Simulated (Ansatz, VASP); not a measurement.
**One calculation of SnSe2, two programs**

```
CELL_PARAMETERS angstrom
3.81100 0.00000 0.00000
-1.90550 3.30042 0.00000
0.00000 0.00000 6.13700
ATOMIC_POSITIONS crystal
Sn 0.00000 0.00000 0.00000
Se 0.33333 0.66667 0.25000
Se 0.66667 0.33333 0.75000
```

Alike in both runs: task single point; functional PBEsol; dispersion D3(BJ); k mesh 12 × 12 × 6; occupations gaussian, width 0.05 eV; no spin polarisation.

|  | VASP | Ansatz |
| --- | --- | --- |
| version | VASP 6.6.1 | Ansatz 0.2.0 |
| potentials or method | VASP PAW PBE potentials, release 64 (Sn_d, Se), cutoff 520 eV | scalar-relativistic, plane waves, PAW |
| valence electrons in the cell | 26 | 46 |

Ansatz gave:

| Quantity | Value |
| --- | --- |
| gap on the k mesh at the Fermi level (eV) | 0.63 |
| least direct gap on the mesh (eV) | 1.01 |
| pressure (GPa) | 0.2 |
| traceless stress, the component that is largest in VASP (GPa) | 1.08 |
| rms of the force components (eV/Å) | 0.259 |

**Question.** What did VASP give for the same quantities?

**Answer.** gap on the k mesh at the Fermi level (eV): 0.63; least direct gap on the mesh (eV): 1.00; pressure (GPa): 0.3; traceless stress, the component that is largest in VASP (GPa): 1.09; rms of the force components (eV/Å): 0.270.

VASP's potentials were made for PBE, not for PBEsol. Atom by atom the forces differ by 0.010 eV/Å (rms over components). VASP's potentials hold 26 valence electrons a cell and Ansatz's 46, so a difference there can come from the potentials and not from the codes.
